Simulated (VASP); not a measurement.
# Ge (Fddd) in VASP: relaxation of cell and atoms with PBE

Aim: the relaxation of cell and atoms of Ge with PBE.

Everything below comes from runs of VASP 6.6.1. Logs are shortened: lines on timing, memory, paths and dates and some standing lists are left out, and cuts for length are marked.

**1. The cell of the first run**

The structure is orthorhombic, space group Fddd (No. 70). Conventional cell: a = 3.648 Å, b = 7.292 Å, c = 11.383 Å, α = 90.00°, β = 90.00°, γ = 90.00°. Ge (site symmetry 2) has 4 Ge at 2.32 to 2.48 Å within 3.1 Å.

The cell was built from a structure type or drawn by symmetry, and may not be a known phase.

**2. Relaxation of cell and atoms, PBE**

The input, INCAR:

```
ALGO = Normal ; EDIFF = 1E-6
EDIFFG = -0.04 ; ENCUT = 600
GGA = PE ; IBRION = 2
ISIF = 3 ; ISMEAR = 0
LASPH = True ; LCHARG = False
LREAL = False ; LWAVE = False
NELM = 60 ; NSW = 90
PREC = Accurate ; SIGMA = 0.1
```

The input, KPOINTS:

```
k-points
0
Gamma
  6 6 6
```

The input, POSCAR:

```
Ge
1.0
    0.0000000000      3.6457968800      5.6916285000
    1.8240210400      0.0000000000      5.6916285000
    1.8240210400      3.6457968800      0.0000000000
Ge
4
Direct
    0.5632310500      0.5632310500      0.9367689500
    0.3132310500      0.3132310500      0.6867689500
    0.6867689500      0.6867689500      0.3132310500
    0.9367689500      0.9367689500      0.5632310500
```

Potentials or basis: VASP PAW PBE potentials, release 64 (Ge_d).

Started as:

```sh
> cat potpaw_PBE.64/Ge_d/POTCAR > POTCAR
> mpirun -np 1 vasp_std > vasp.out
```

OUTCAR:

```text
EDIFF = 1E-6
   EDIFFG = -0.04
   ENCUT = 600
   GGA = PE
   IBRION = 2
   ISIF = 3
   ISMEAR = 0
   LASPH = True
   LREAL = False
   NELM = 60
   NSW = 90
   PREC = Accurate

 ion  position               nearest neighbor table
   1  0.563  0.563  0.937-   4 2.32   4 2.32   3 2.48   3 2.48
   2  0.313  0.313  0.687-   3 2.32   3 2.32   4 2.48   4 2.48
   3  0.687  0.687  0.313-   2 2.32   2 2.32   1 2.48   1 2.48
   4  0.937  0.937  0.563-   1 2.32   1 2.32   2 2.48   2 2.48

  LATTYP: Found a face centered orthorhombic cell.
 ALAT       =     3.6480420800
 B/A-ratio  =     1.9987690931
 C/A-ratio  =     3.1203743681

  Lattice vectors:

 A1 = (   0.0000000000,   3.6457968800,   5.6916285000)
 A2 = (   1.8240210400,   0.0000000000,   5.6916285000)
 A3 = (   1.8240210400,   3.6457968800,   0.0000000000)

Analysis of symmetry for initial positions (statically):
=====================================================================
 Subroutine PRICEL returns:
 Original cell was already a primitive cell.

 Routine SETGRP: Setting up the symmetry group for a
 face centered orthorhombic supercell.

 Subroutine GETGRP returns: Found  8 space group operations
 (whereof  4 operations were pure point group operations)
 out of a pool of  8 trial point group operations.

The static configuration has the point symmetry D_2 .
 The point group associated with its full space group is D_2h.

Analysis of symmetry for dynamics (positions and initial velocities):
=====================================================================
 Subroutine PRICEL returns:
 Original cell was already a primitive cell.

 Routine SETGRP: Setting up the symmetry group for a
 face centered orthorhombic supercell.

 Subroutine GETGRP returns: Found  8 space group operations
 (whereof  4 operations were pure point group operations)
 out of a pool of  8 trial point group operations.

The dynamic configuration has the point symmetry D_2 .
 The point group associated with its full space group is D_2h.

 Subroutine INISYM returns: Found  8 space group operations
 (whereof  4 operations are pure point group operations),
 and found     1 'primitive' translations

----------------------------------------------------------------------------------------

                                     Primitive cell

  volume of cell :      75.6988

  direct lattice vectors                    reciprocal lattice vectors
     0.000000000  3.645796880  5.691628500    -0.274119645  0.137144228  0.087848320
     1.824021040  0.000000000  5.691628500     0.274119645 -0.137144228  0.087848320
     1.824021040  3.645796880  0.000000000     0.274119645  0.137144228 -0.087848320

  length of vectors
     6.759176716  5.976762312  4.076626994     0.318853331  0.318853331  0.318853331

  position of ions in fractional coordinates (direct lattice)
     0.563231050  0.563231050  0.936768950
     0.313231050  0.313231050  0.686768950
     0.686768950  0.686768950  0.313231050
     0.936768950  0.936768950  0.563231050

  ion indices of the primitive-cell ions
   primitive index   ion index
                 1           1
                 2           2
                 3           3
                 4           4

----------------------------------------------------------------------------------------

 KPOINTS: k-points

Automatic generation of k-mesh.
 Grid dimensions read from file:
 generate k-points for:    6    6    6

 Generating k-lattice:

  Cartesian coordinates                     Fractional coordinates (reciprocal lattice)
    -0.045686608  0.022857371  0.014641387     0.166666667 -0.000000000 -0.000000000
     0.045686608 -0.022857371  0.014641387     0.000000000  0.166666667  0.000000000
     0.045686608  0.022857371 -0.014641387    -0.000000000  0.000000000  0.166666667

  Length of vectors
     0.053142222  0.053142222  0.053142222

  Shift w.r.t. Gamma in fractional coordinates (k-lattice)
     0.000000000  0.000000000  0.000000000

 Subroutine IBZKPT returns following result:
 ===========================================

 Found     46 irreducible k-points:

 Following reciprocal coordinates:
            Coordinates               Weight
  0.000000  0.000000  0.000000      1.000000
  0.166667  0.000000  0.000000      8.000000
  0.333333 -0.000000 -0.000000      8.000000
  0.500000 -0.000000 -0.000000      4.000000
  0.166667  0.166667  0.000000      2.000000
  0.333333  0.166667 -0.000000      8.000000
[... 16 lines left out ...]
 -0.166667  0.166667  0.166667      8.000000
  0.500000  0.333333  0.166667      4.000000
 [... further k-points ...]
   k-points           NKPTS =     46   k-points in BZ     NKDIM =     46   number of bands    NBANDS=     33
   number of dos      NEDOS =    301   number of ions     NIONS =      4
   total plane-waves  NPLWV =  93312
   dimension x,y,z NGX =    54 NGY =   48 NGZ =   36
   dimension x,y,z NGXF=   108 NGYF=   96 NGZF=   72
   ions per type =               4
   NGX,Y,Z   is equivalent  to a cutoff of  13.28, 13.35, 14.68 a.u.
   NGXF,Y,Z  is equivalent  to a cutoff of  26.56, 26.70, 29.36 a.u.
 SYSTEM =  unknown system
   PREC   = accura    normal or accurate (medium, high low for compatibility)
   ISTART =      0    job   : 0-new  1-cont  2-samecut
   ICHARG =      2    charge: 1-file 2-atom 10-const
   ISPIN  =      1    spin polarized calculation?
   LNONCOLLINEAR =      F non collinear calculations
   LSORBIT =      F    spin-orbit coupling
   LASPH  =      T    aspherical Exc in radial PAW
   ENCUT  =  600.0 eV  44.10 Ry    6.64 a.u.  13.50 11.94  8.14*2*pi/ulx,y,z
   NELM   =     60;   NELMIN=  2; NELMDL= -5     # of ELM steps
   EDIFF  = 0.1E-05   stopping-criterion for ELM
   LREAL  =      F    real-space projection
   EDIFFG = -.4E-01   stopping-criterion for IOM
   NSW    =     90    number of steps for IOM
   IBRION =      2    ionic relax: 0-MD 1-quasi-New 2-CG
   NFREE  =      1    steps in history (QN), initial steepest desc. (CG)
   ISIF   =      3    stress and relaxation
   ISYM   =      2    0-nonsym 1-usesym 2-fastsym
   POTIM  = 0.5000    time-step for ionic-motion
   TEBEG  =    0.0;   TEEND  =   0.0 temperature during run
   PSTRESS=    0.0 pullay stress
   NELECT =      56.0000    total number of electrons
   NUPDOWN=      -1.0000    fix difference up-down
   EMIN   =  10.00;   EMAX   =-10.00  energy-range for DOS
   EFERMI =   0.00;   METHOD = LEGACY
   ISMEAR =     0;   SIGMA  =   0.10  broadening in eV -4-tet -1-fermi 0-gaus
   EFERMI_NEDOS =   21; number of points for ismear=-14 and -15
   IALGO  =     38    algorithm
   IMIX   =      4    mixing-type and parameters
     AMIX     =   0.40;   BMIX     =  1.00
     AMIX_MAG =   1.60;   BMIX_MAG =  1.00
  volume/ion in A,a.u.               =      18.92       127.71
  Fermi-wavevector in a.u.,A,eV,Ry     =   1.480612  2.797951 29.826848  2.192211
  Thomas-Fermi vector in A             =   2.594624
   LORBIT       =      0    0 simple, 1 ext, 2 COOP (PROOUT), +10 PAW based schemes
   GGA     = PE    functional components
   LHFCALC =     F    Hartree Fock is set to
   AEXX    =    0.0000 exact exchange contribution
   IVDW    =     0    specifies the selected vdW correction
   LEPSILON=     F    determine dielectric tensor
   LRPA    =     F    only Hartree local field effects (RPA)
 conjugate gradient relaxation of ions
 non-spin polarized calculation
 Gauss-broadening in eV      SIGMA  =   0.10
  energy-cutoff  :      600.00
  volume of cell :       75.70
 maximum number of plane-waves:      2545
 NGX is ok and might be reduce to    54
   NGX = 27   NGY = 23   NGZ = 17

--------------------------------------- Ionic step        1  -------------------------------------------

 number of electron      56.0000016 magnetization

 Free energy of the ion-electron system (eV)
  ---------------------------------------------------
  ext. energy  EPLUGINS =         0.00000000
  ---------------------------------------------------
  free energy    TOTEN  =       -16.52931330 eV

  energy without entropy =      -16.52809303  energy(sigma->0) =      -16.52870316

------------------------ aborting loop because EDIFF is reached ----------------------------------------

  FORCE on cell =-STRESS in cart. coord.  units (eV):
  Direction    XX          YY          ZZ          XY          YZ          ZX
  --------------------------------------------------------------------------------------
  -------------------------------------------------------------------------------------
  Total       10.7728670      3.6135202      7.2699311      0.0000000      0.0000000      0.0000000
  in kB      228.0095450     76.4807646    153.8693165      0.0000000      0.0000000      0.0000000
  external PRESSURE =     152.7865420 kB  Pullay stress =       0.0000000 kB
[... 23 lines left out ...]
  energy  without entropy=      -16.5280930254  energy(sigma->0) =      -16.52870316

--------------------------------------- Ionic step        2  -------------------------------------------

 number of electron      55.9999977 magnetization

 E-fermi :   4.1410     XC(G=0):  -9.8190

 val. band max:        4.1151403385   @ k =   0.3333   0.3333   0.0000
 cond. band min:       4.1556382340   @ k =   0.5000   0.5000   0.0000
 fundamental gap:      0.0404978956
 Fermi energy:         4.1409912857

 k-point     1 :       0.0000    0.0000    0.0000
  band No.  band energies     occupation
      1     -20.4869      2.00000
      2     -20.4553      2.00000
      3     -20.4446      2.00000
      4     -20.4437      2.00000
      5     -20.4360      2.00000
      6     -20.4237      2.00000
[... 853 lines left out ...]
     32       7.8262      0.00000
     33       7.9594      0.00000

 [... further k-points ...]
[... 5 lines left out ...]
  --------------------------------------------------------------------------------------
  -------------------------------------------------------------------------------------
  Total       -4.6897975     -0.7235174     -2.6860706      0.0000000      0.0000000      0.0000000
  in kB      -77.3922560    -11.9396724    -44.3262352      0.0000000      0.0000000      0.0000000
  external PRESSURE =     -44.5527212 kB  Pullay stress =       0.0000000 kB
[... 251 lines left out ...]
  energy  without entropy=      -17.1615852305  energy(sigma->0) =      -17.16306277

--------------------------------------- Ionic step        9  -------------------------------------------

 number of electron      55.9999986 magnetization

 Free energy of the ion-electron system (eV)
  ---------------------------------------------------
  ext. energy  EPLUGINS =         0.00000000
  ---------------------------------------------------
  free energy    TOTEN  =       -17.16524208 eV

  energy without entropy =      -17.16241506  energy(sigma->0) =      -17.16382857

 E-fermi :   4.9112     XC(G=0): -10.2166

 val. band max:        4.8656616142   @ k =   0.1667   0.1667   0.0000
 cond. band min:       4.9189464206   @ k =   0.1667   0.1667   0.0000
 fundamental gap:      0.0532848064
 Fermi energy:         4.9112133274

 k-point     1 :       0.0000    0.0000    0.0000
  band No.  band energies     occupation
      1     -19.7612      2.00000
      2     -19.7275      2.00000
      3     -19.6955      2.00000
      4     -19.6845      2.00000
      5     -19.6757      2.00000
      6     -19.6650      2.00000
[... 853 lines left out ...]
     32       8.9704      0.00000
     33       9.0260      0.00000

 [... further k-points ...]
[... 5 lines left out ...]
  --------------------------------------------------------------------------------------
  -------------------------------------------------------------------------------------
  Total        0.0736797      0.0753039     -0.1197177      0.0000000      0.0000000      0.0000000
  in kB        1.3285885      1.3578755     -2.1587426      0.0000000      0.0000000      0.0000000
  external PRESSURE =       0.1759071 kB  Pullay stress =       0.0000000 kB
[... 19 lines left out ...]
  FREE ENERGIE OF THE ION-ELECTRON SYSTEM (eV)
  ---------------------------------------------------
  free  energy   TOTEN  =       -17.1652420760 eV

  energy  without entropy=      -17.1624150618  energy(sigma->0) =      -17.16382857

 reached required accuracy - stopping structural energy minimisation
```

Wall time 17 min (1 thread of Intel Xeon Platinum 8259CL at 2.50GHz (Skylake/Cascade Lake), shared host); peak memory 0.36 GiB.

What came out:

| Property | Result |
| --- | --- |
| Free energy | -17.1652 eV |
| Relaxed volume | 22.21 Å³/atom |
| Relaxed cell | a = 7.089 Å, b = 6.296 Å, c = 4.272 Å, α = 81.84°, β = 61.53°, γ = 36.62° |
| Space group after relaxing (to 0.1 Å) | Fddd (No. 70) |
| Energy gained by relaxing | 159.0 meV/atom |
| Ionic steps | 9 |
| Pressure after relaxing | 0.0 GPa |
| Largest force after relaxing | 0.024 eV/Å |
| Band gap on the k mesh | zero (bands 28 and 29 overlap by 0.17 eV) |

Forces on the atoms (eV/Å):
```
Ge   0.000  0.000  0.024
Ge   0.000  0.000  0.024
Ge   0.000  0.000 -0.024
Ge   0.000  0.000 -0.024
```

Stress tensor (GPa, compression positive):
```
 0.13  0.00  0.00
 0.00  0.14  0.00
 0.00  0.00 -0.22
```

The path:
```csv
step,energy change (eV),largest force (eV/Å),pressure (GPa),volume (Å³)
1,0.0000,1.2260,15.28,75.70
2,-0.4078,0.5464,-4.46,97.09
3,-0.6235,0.1622,0.63,87.54
4,-0.6233,0.1474,0.85,87.29
5,-0.6349,0.0002,0.19,88.55
6,-0.6352,0.0376,-0.06,88.88
7,-0.6352,0.0268,0.09,88.80
8,-0.6352,0.0330,-0.05,88.83
9,-0.6359,0.0236,0.02,88.85
```

Final structure:
```
Ge
1.0
     0.00000    3.79959    5.98517
     1.95355    0.00000    5.98517
     1.95355    3.79959    0.00000
Ge
4
Direct
  0.56573 0.56573 0.93427
  0.31573 0.31573 0.68427
  0.68427 0.68427 0.31573
  0.93427 0.93427 0.56573
```

Caveat: the volume moved by over 15 % at a fixed basis, so the end points are rough; semilocal functionals underestimate gaps, so a narrow gap can read as zero.
